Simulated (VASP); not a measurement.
**BAs: single point with PBE**

BAs:

```
CELL_PARAMETERS angstrom
5.61369 0.00000 0.00000
0.00000 5.61369 0.00000
0.00000 0.00000 3.36921
ATOMIC_POSITIONS crystal
B 0.68050 0.68050 0.00000
B 0.18050 0.81950 0.50000
B 0.81950 0.18050 0.50000
B 0.31950 0.31950 0.00000
As 0.81950 0.81950 0.50000
As 0.18050 0.18050 0.50000
As 0.68050 0.31950 0.00000
As 0.31950 0.68050 0.00000
```

| Property | Result |
| --- | --- |
| Program | VASP 6.6.1 |
| Task | single point |
| Functional | PBE |
| Potentials or basis | VASP PAW PBE potentials, release 64 (B, As) |
| Cutoff | 520 eV |
| k mesh | 4 × 4 × 6 |
| Occupations | gaussian, width 0.1 eV |
| Spin | no spin polarisation |

```
Pressure               : 15.8 GPa
Largest force          : 0.574 eV/Å
Band gap on the k mesh : 0.36 eV, direct
```

Forces in eV/Å, atoms in the order of the input:
```
B    0.135  0.135  0.000
B    0.135 -0.135  0.000
B   -0.135  0.135  0.000
B   -0.135 -0.135  0.000
As  -0.406 -0.406  0.000
As   0.406  0.406  0.000
As   0.406 -0.406  0.000
As  -0.406  0.406  0.000
```

Stress tensor (GPa, compression positive):
```
19.95  0.00  0.00
 0.00 19.95  0.00
 0.00  0.00  7.57
```

Levels at points of the mesh, in eV from the valence-band top:
| k point | band 12 | band 13 | band 14 | band 15 | band 16 | band 17 | band 18 | band 19 | band 20 | band 21 |
| --- | --- | --- | --- | --- | --- | --- | --- | --- | --- | --- |
| (0.00, 0.00, 0.00) | -2.67 | -0.98 | -0.61 | 0.00 | 0.00 | 0.36 | 1.74 | 2.77 | 2.77 | 3.09 |
| (0.50, 0.00, 0.00) | -3.58 | -1.88 | -1.88 | -1.83 | -1.83 | 1.33 | 1.33 | 3.42 | 3.42 | 3.94 |
| (0.50, 0.50, 0.00) | -3.49 | -2.86 | -2.86 | -2.64 | -2.64 | 2.09 | 2.09 | 2.19 | 2.19 | 2.86 |
| (0.00, 0.00, 0.50) | -4.88 | -3.98 | -3.98 | -3.83 | -3.83 | 1.59 | 1.59 | 5.09 | 5.09 | 5.26 |
| (0.50, 0.00, 0.50) | -5.01 | -3.78 | -3.78 | -2.16 | -2.16 | 1.39 | 1.39 | 4.03 | 4.03 | 4.15 |
| (0.50, 0.50, 0.50) | -3.24 | -3.06 | -3.06 | -3.02 | -3.02 | 1.38 | 1.38 | 2.04 | 2.04 | 2.33 |

Wall time 57 s on 1 thread of Intel(R) Xeon(R) Platinum 8259CL CPU @ 2.50GHz (Skylake/Cascade Lake), on a shared host, peak memory 0.23 GiB.

A k mesh can miss the band edges.
